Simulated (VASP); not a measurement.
Crystal: Sr.

```xyz
1
Lattice="0.0000 3.0423 3.0423 3.0423 0.0000 3.0423 3.0423 3.0423 0.0000" Properties=species:S:1:pos:R:3 pbc="T T T"
Sr    0.0000    0.0000    0.0000
```

- Program: VASP 6.6.1
- Task: relaxation of volume and atoms at fixed shape
- Functional: LDA
- Potentials or basis: VASP PAW LDA potentials, release 64 (Sr_sv)
- Cutoff: 600 eV
- k mesh: 7 × 7 × 7
- Occupations: gaussian, width 0.05 eV
- Spin: no spin polarisation

At the start: pressure -1.6 GPa; volume 56.32 Å³/atom.

Problem. How do energy, volume and symmetry change on relaxing?

Solution. Over 4 steps the energy falls by 46.4 meV/atom and the volume is 48.25 Å³/atom (-14.3 %); space group Fm-3m (No. 225, to 0.05 Å).

The path:
| step | energy change (eV) | largest force (eV/Å) | pressure (GPa) | volume (Å³) |
| --- | --- | --- | --- | --- |
| 1 | 0.0000 | 0.0000 | -1.62 | 56.32 |
| 2 | -0.0363 | 0.0000 | -0.88 | 51.79 |
| 3 | -0.0461 | 0.0000 | -0.15 | 48.82 |
| 4 | -0.0464 | 0.0000 | 0.01 | 48.25 |

Final structure:
```yaml
crystal:
  lattice:
    - [0.00000, 2.88958, 2.88958]
    - [2.88958, 0.00000, 2.88958]
    - [2.88958, 2.88958, 0.00000]
  atoms:
    - { symbol: Sr, position: [0.00000, 0.00000, 0.00000] }
```

Caveat: the volume moved by -14 % from the deposited cell, more than functionals usually miss.
